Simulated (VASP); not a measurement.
# Ti (Im-3m) in VASP: further runs

The runs below take Ti through single point, with PBE.

Program: VASP 6.6.1. These are calculated values, not measurements. Logs are shortened: lines on timing, memory, paths and dates and some standing lists are left out, and cuts for length are marked.

## 1. The cell of the first run

It takes space group Im-3m (No. 229, cubic). The conventional cell has a = 3.304 Å, b = 3.304 Å, c = 3.304 Å, α = 90.00°, β = 90.00°, γ = 90.00°. Ti (site symmetry m-3m) has 14 Ti at 2.86 to 3.30 Å within 3.8 Å.

This isn't the form of Ti at room conditions, which is hcp.

## 2. Single point, PBE, collinear spin (18.03 Å³/atom)

INCAR reads:

```
ALGO = Fast
EDIFF = 1E-6
ENCUT = 520
GGA = PE
ISIF = 2
ISMEAR = 0
ISPIN = 2
LASPH = True
LCHARG = False
LMAXMIX = 4
LORBIT = 11
LREAL = False
LWAVE = False
MAGMOM = 0.3
NBANDS = 16
NELM = 150
NUPDOWN = 0.3
PREC = Accurate
SIGMA = 0.15
```

KPOINTS reads:

```
k-points
0
Gamma
  22 22 22
```

POSCAR reads:

```
Ti
1.0
   -1.6518192362      1.6518192362      1.6518192362
    1.6518192362     -1.6518192362      1.6518192362
    1.6518192362      1.6518192362     -1.6518192362
Ti
1
Direct
    0.0000000000      0.0000000000      0.0000000000
```

Potentials or basis: VASP PAW PBE potentials, release 64 (Ti_sv).

On the command line:

```console
> cat potpaw_PBE.64/Ti_sv/POTCAR > POTCAR
> mpirun -np 1 vasp_std > vasp.out
```

OUTCAR:

```text
EDIFF = 1E-6
   ENCUT = 520
   GGA = PE
   ISIF = 2
   ISMEAR = 0
   ISPIN = 2
   LASPH = True
   LORBIT = 11
   LREAL = False
   NELM = 150
   NUPDOWN = 0.3
   PREC = Accurate

 ion  position               nearest neighbor table
   1  0.000  0.000  0.000-

  LATTYP: Found a body centered cubic cell.
 ALAT       =     3.3036384724

  Lattice vectors:

 A1 = (  -1.6518192362,   1.6518192362,   1.6518192362)
 A2 = (   1.6518192362,  -1.6518192362,   1.6518192362)
 A3 = (   1.6518192362,   1.6518192362,  -1.6518192362)

Analysis of symmetry for initial positions (statically):
=====================================================================
 Subroutine PRICEL returns:
 Original cell was already a primitive cell.

 Routine SETGRP: Setting up the symmetry group for a
 body centered cubic supercell.

 Subroutine GETGRP returns: Found 48 space group operations
 (whereof 48 operations were pure point group operations)
 out of a pool of 48 trial point group operations.

The static configuration has the point symmetry O_h .

Analysis of symmetry for dynamics (positions and initial velocities):
=====================================================================
 Subroutine PRICEL returns:
 Original cell was already a primitive cell.

 Routine SETGRP: Setting up the symmetry group for a
 body centered cubic supercell.

 Subroutine GETGRP returns: Found 48 space group operations
 (whereof 48 operations were pure point group operations)
 out of a pool of 48 trial point group operations.

The dynamic configuration has the point symmetry O_h .

Analysis of structural, dynamic, and magnetic symmetry:
=====================================================================
 Subroutine PRICEL returns:
 Original cell was already a primitive cell.

 Routine SETGRP: Setting up the symmetry group for a
 body centered cubic supercell.

 Subroutine GETGRP returns: Found 48 space group operations
 (whereof 48 operations were pure point group operations)
 out of a pool of 48 trial point group operations.

The overall configuration has the point symmetry O_h .

 Subroutine INISYM returns: Found 48 space group operations
 (whereof 48 operations are pure point group operations),
 and found     1 'primitive' translations

----------------------------------------------------------------------------------------

                                     Primitive cell

  volume of cell :      18.0280

  direct lattice vectors                    reciprocal lattice vectors
    -1.651819236  1.651819236  1.651819236     0.000000000  0.302696560  0.302696560
     1.651819236 -1.651819236  1.651819236     0.302696560  0.000000000  0.302696560
     1.651819236  1.651819236 -1.651819236     0.302696560  0.302696560  0.000000000

  length of vectors
     2.861034842  2.861034842  2.861034842     0.428077580  0.428077580  0.428077580

  position of ions in fractional coordinates (direct lattice)
     0.000000000  0.000000000  0.000000000

  ion indices of the primitive-cell ions
   primitive index   ion index
                 1           1

----------------------------------------------------------------------------------------

 KPOINTS: k-points

Automatic generation of k-mesh.
 Grid dimensions read from file:
 generate k-points for:   22   22   22

 Generating k-lattice:

  Cartesian coordinates                     Fractional coordinates (reciprocal lattice)
     0.000000000  0.013758935  0.013758935     0.045454545  0.000000000  0.000000000
     0.013758935  0.000000000  0.013758935     0.000000000  0.045454545  0.000000000
     0.013758935  0.013758935  0.000000000     0.000000000  0.000000000  0.045454545

  Length of vectors
     0.019458072  0.019458072  0.019458072

  Shift w.r.t. Gamma in fractional coordinates (k-lattice)
     0.000000000  0.000000000  0.000000000

 Subroutine IBZKPT returns following result:
 ===========================================

 Found    328 irreducible k-points:

 Following reciprocal coordinates:
            Coordinates               Weight
  0.000000  0.000000  0.000000      1.000000
  0.045455  0.000000  0.000000     12.000000
  0.090909  0.000000  0.000000     12.000000
  0.136364  0.000000  0.000000     12.000000
  0.181818  0.000000  0.000000     12.000000
  0.227273  0.000000  0.000000     12.000000
[... 16 lines left out ...]
  0.090909  0.090909  0.000000     24.000000
  0.136364  0.090909  0.000000     48.000000
 [... further k-points ...]
   k-points           NKPTS =    328   k-points in BZ     NKDIM =    328   number of bands    NBANDS=     16
   number of dos      NEDOS =    301   number of ions     NIONS =      1
   total plane-waves  NPLWV =  13824
   dimension x,y,z NGX =    24 NGY =   24 NGZ =   24
   dimension x,y,z NGXF=    48 NGYF=   48 NGZF=   48
   ions per type =               1
   NGX,Y,Z   is equivalent  to a cutoff of  13.95, 13.95, 13.95 a.u.
   NGXF,Y,Z  is equivalent  to a cutoff of  27.89, 27.89, 27.89 a.u.
 SYSTEM =  unknown system
   PREC   = accura    normal or accurate (medium, high low for compatibility)
   ISTART =      0    job   : 0-new  1-cont  2-samecut
   ICHARG =      2    charge: 1-file 2-atom 10-const
   ISPIN  =      2    spin polarized calculation?
   LNONCOLLINEAR =      F non collinear calculations
   LSORBIT =      F    spin-orbit coupling
   LASPH  =      T    aspherical Exc in radial PAW
   ENCUT  =  520.0 eV  38.22 Ry    6.18 a.u.   5.32  5.32  5.32*2*pi/ulx,y,z
   NELM   =    150;   NELMIN=  2; NELMDL= -5     # of ELM steps
   EDIFF  = 0.1E-05   stopping-criterion for ELM
   LREAL  =      F    real-space projection
   EDIFFG = 0.1E-04   stopping-criterion for IOM
   NSW    =      0    number of steps for IOM
   IBRION =     -1    ionic relax: 0-MD 1-quasi-New 2-CG
   NFREE  =      0    steps in history (QN), initial steepest desc. (CG)
   ISIF   =      2    stress and relaxation
   ISYM   =      2    0-nonsym 1-usesym 2-fastsym
   POTIM  = 0.5000    time-step for ionic-motion
   TEBEG  =    0.0;   TEEND  =   0.0 temperature during run
   PSTRESS=    0.0 pullay stress
   NELECT =      12.0000    total number of electrons
   NUPDOWN=       0.3000    fix difference up-down
   EMIN   =  10.00;   EMAX   =-10.00  energy-range for DOS
   EFERMI =   0.00;   METHOD = LEGACY
   ISMEAR =     0;   SIGMA  =   0.15  broadening in eV -4-tet -1-fermi 0-gaus
   EFERMI_NEDOS =   21; number of points for ismear=-14 and -15
   IALGO  =     68    algorithm
   IMIX   =      4    mixing-type and parameters
     AMIX     =   0.40;   BMIX     =  1.00
     AMIX_MAG =   1.60;   BMIX_MAG =  1.00
  volume/ion in A,a.u.               =      18.03       121.66
  Fermi-wavevector in a.u.,A,eV,Ry     =   1.429397  2.701168 27.799077  2.043174
  Thomas-Fermi vector in A             =   2.549355
   LORBIT       =     11    0 simple, 1 ext, 2 COOP (PROOUT), +10 PAW based schemes
   GGA     = PE    functional components
   LHFCALC =     F    Hartree Fock is set to
   AEXX    =    0.0000 exact exchange contribution
   IVDW    =     0    specifies the selected vdW correction
   LEPSILON=     F    determine dielectric tensor
   LRPA    =     F    only Hartree local field effects (RPA)
 spin polarized calculation
 RMM-DIIS sequential band-by-band and
 Gauss-broadening in eV      SIGMA  =   0.15
  energy-cutoff  :      520.00
  volume of cell :       18.03
 maximum number of plane-waves:       496
 NGX is ok and might be reduce to    24
   NGX = 11   NGY = 11   NGZ = 11

 number of electron      12.0000003 magnetization       0.3000000

 Free energy of the ion-electron system (eV)
  ---------------------------------------------------
  ext. energy  EPLUGINS =         0.00000000
  ---------------------------------------------------
  free energy    TOTEN  =        -7.72464595 eV

  energy without entropy =       -7.69629362  energy(sigma->0) =       -7.71046978

 E-fermi :   7.6971     XC(G=0): -11.3183

 val. band max:        7.7170940615   @ k =   0.3182   0.1364   0.0000
 cond. band min:       7.7038808481   @ k =  -0.3182   0.4091   0.0455
 fundamental gap:     -0.0132132134
 Fermi energy:         7.7179442271

 spin component 1

 k-point     1 :       0.0000    0.0000    0.0000
  band No.  band energies     occupation
      1     -48.9924      1.00000
      2     -24.8895      1.00000
      3     -24.8895      1.00000
      4     -24.8895      1.00000
      5       1.7306      1.00000
      6       8.5351      0.00000
[... 8 lines left out ...]
     15      30.5113      0.00000
     16      33.7752      0.00000
[... 419 lines left out ...]
 k-point    24 :       0.1364    0.0909    0.0000
  band No.  band energies     occupation
      1     -48.9543      1.00000
      2     -25.0948      1.00000
      3     -24.9431      1.00000
      4     -24.9053      1.00000
      5       2.9507      1.00000
      6       8.0933      0.00020
[... 8 lines left out ...]
     15      29.2145      0.00000
     16      31.1572      0.00000

 [... further k-points ...]

 spin component 2

 k-point     1 :       0.0000    0.0000    0.0000
  band No.  band energies     occupation
      1     -48.8070      1.00000
      2     -24.7044      1.00000
      3     -24.7044      1.00000
      4     -24.7044      1.00000
      5       1.9426      1.00000
      6       8.7869      0.00000
[... 8 lines left out ...]
     15      30.6394      0.00000
     16      33.9517      0.00000
[... 419 lines left out ...]
 k-point    24 :       0.1364    0.0909    0.0000
  band No.  band energies     occupation
      1     -48.7690      1.00000
      2     -24.9088      1.00000
      3     -24.7577      1.00000
      4     -24.7201      1.00000
      5       3.1624      1.00000
      6       8.3415      0.00000
[... 8 lines left out ...]
     15      29.3878      0.00000
     16      31.3932      0.00000

 [... further k-points ...]

------------------------ aborting loop because EDIFF is reached ----------------------------------------

  FORCE on cell =-STRESS in cart. coord.  units (eV):
  Direction    XX          YY          ZZ          XY          YZ          ZX
  --------------------------------------------------------------------------------------
  -------------------------------------------------------------------------------------
  Total       -0.4810892     -0.4810892     -0.4810892      0.0000000      0.0000000      0.0000000
  in kB      -42.7551690    -42.7551690    -42.7551690      0.0000000      0.0000000      0.0000000
  external PRESSURE =     -42.7551690 kB  Pullay stress =       0.0000000 kB

 VOLUME and BASIS-vectors are now :
 -----------------------------------------------------------------------------
  energy-cutoff  :      520.00
  volume of cell :       18.03
      direct lattice vectors                 reciprocal lattice vectors
    -1.651819236  1.651819236  1.651819236     0.000000000  0.302696560  0.302696560
     1.651819236 -1.651819236  1.651819236     0.302696560  0.000000000  0.302696560
     1.651819236  1.651819236 -1.651819236     0.302696560  0.302696560  0.000000000

 POSITION                                       TOTAL-FORCE (eV/Angst)
 -----------------------------------------------------------------------------------
      0.00000      0.00000      0.00000         0.000000     -0.000000      0.000000
 -----------------------------------------------------------------------------------
    total drift:                                0.000000      0.000000      0.000000

  FREE ENERGIE OF THE ION-ELECTRON SYSTEM (eV)
  ---------------------------------------------------
  free  energy   TOTEN  =        -7.7246459485 eV

  energy  without entropy=       -7.6962936207  energy(sigma->0) =       -7.71046978

 total charge

# of ion       s       p       d       tot
------------------------------------------
    1        2.236   6.106   1.880  10.222

 magnetization (x)

# of ion       s       p       d       tot
------------------------------------------
    1        0.002   0.016   0.190   0.208
```

It took 4.2 min on 1 thread of Intel Xeon 8259CL, shared host; peak memory 0.26 GiB.

Results:

```
Free energy                                           : -7.7246 eV
Pressure                                              : -4.3 GPa
Net moment                                            : 0.30 μB per cell
Site moments                                          : Ti +0.21 μB
Valence electrons inside the program's atomic spheres : Ti 10.22
```

Caveat: the cell stands under tension; the total moment is fixed, so each spin has its own Fermi level and the state may be an excited one.

## 3. Single point, PBE, collinear spin (18.03 Å³/atom)

INCAR reads:

```
SYSTEM = Ti
PREC = Accurate ; ENCUT = 520
EDIFF = 1E-7 ; ISMEAR = 0
SIGMA = 0.15 ; LREAL = .FALSE.
LASPH = .TRUE. ; NELM = 150
ALGO = Normal ; ISIF = 2
LWAVE = .FALSE. ; LCHARG = .FALSE.
ISPIN = 2 ; MAGMOM = 0.7
LORBIT = 11 ; NUPDOWN = 0.7
LMAXMIX = 4 ; GGA = PE
NBANDS = 16
```

KPOINTS reads:

```
regular mesh
0
G
  22 22 22
  0 0 0
```

POSCAR is that of step 2.

Potentials or basis: VASP PAW PBE potentials, release 64 (Ti_sv).

On the command line:

```console
> cat potpaw_PBE.64/Ti_sv/POTCAR > POTCAR
> mpirun -np 1 vasp_std > vasp.out
```

It took 3.7 min on 1 thread of Intel Xeon 8259CL, shared host; peak memory 0.25 GiB.

The run converged. Its results:

| Quantity | Value |
| --- | --- |
| Free energy | -7.7186 eV |
| Pressure | -3.4 GPa |
| Net moment | 0.70 μB per cell |
| Site moments | Ti +0.49 μB |
| Valence electrons inside the program's atomic spheres | Ti 10.22 |

Caveat: the cell stands under tension; the total moment is fixed, so each spin has its own Fermi level and the state may be an excited one.

[end of part 1 of 2]
